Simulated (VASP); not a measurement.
A run of VASP 6.6.1:

The input POSCAR:

```
Al
1.0
   -1.5116577555      1.5116577555      1.6707796245
    1.5116577555     -1.5116577555      1.6707796245
    1.5116577555      1.5116577555     -1.6707796245
Al
1
Direct
    0.0000000000      0.0000000000      0.0000000000
```

The input INCAR.step1:

```
PREC = Accurate
ENCUT = 520
ISMEAR = 0
SIGMA = 0.15
LREAL = False
LASPH = True
NELM = 60
NBANDS = 8
GGA = PE
ALGO = Normal
EDIFF = 1E-4
LWAVE = True
LCHARG = False
```

The input INCAR.step2:

```
PREC = Accurate
ENCUT = 520
EDIFF = 1E-6
ISMEAR = 0
SIGMA = 0.15
LREAL = False
LASPH = True
NELM = 60
ALGO = Normal
ISIF = 2
LWAVE = False
LCHARG = False
METAGGA = R2SCAN
LMIXTAU = True
NBANDS = 8
ISTART = 1
```

KPOINTS

```
regular mesh
0
Gamma
  20 20 20
```

Potentials or basis: VASP PAW PBE potentials, release 64 (Al).

Command:

```console
$ cat potpaw_PBE.64/Al/POTCAR > POTCAR
$ cp INCAR.step1 INCAR
$ mpirun -np 1 vasp_std > vasp.out
$ cp INCAR.step2 INCAR
$ mpirun -np 1 vasp_std > vasp.out
```

Hardware: 1 thread of Intel(R) Xeon(R) 6975P-C (Granite Rapids) (shared host).

How long does it take, and how much memory?

It took 78 s on 1 thread of Intel(R) Xeon(R) 6975P-C (Granite Rapids), with other jobs on the host, peak memory 0.17 GiB. Counts: k points 641.
